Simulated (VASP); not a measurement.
Runs of VASP 6.6.1 on GaN. The structure is cubic, space group F-43m (No. 216). The conventional cell has a = 4.498 Å, b = 4.498 Å, c = 4.498 Å, α = 90.00°, β = 90.00°, γ = 90.00°. Ga (site symmetry -43m) has 4 N at 1.95 Å within 2.6 Å. N (site symmetry -43m) has 4 Ga at 1.95 Å within 2.6 Å. 

```csv
level,k mesh,grid for exact exchange (PRECFOCK),share of exact exchange,screening parameter,gap on the mesh (eV),pressure (GPa)
PBE0,6 × 6 × 6,Normal,0.25,-,3.75,(b)
r2SCAN,6 × 6 × 6,-,-,-,2.16,(a)
PBE,6 × 6 × 6,-,-,-,1.76,6.2
HSE06,6 × 6 × 6,Normal,0.25,0.2079 1/Å,3.02,-0.1
PBE,10 × 10 × 10,-,-,-,1.76,6.2
```

Alike in all rows: task single point; potentials or basis VASP PAW PBE potentials, release 64 (Ga_d, N); no spin polarisation; cell as given; cutoff (eV) 520; smearing gaussian 0.01 eV.

Question: Estimate the missing entries.

Answer: (a) 1.0; (b) -0.2.

Caveats: the PAW data sets were made with another functional, which shifts forces and pressure a little (at least some runs); the cell stands under pressure (at least some runs).

A k mesh can miss the band edges, and the runs leave out spin-orbit coupling on Ga.
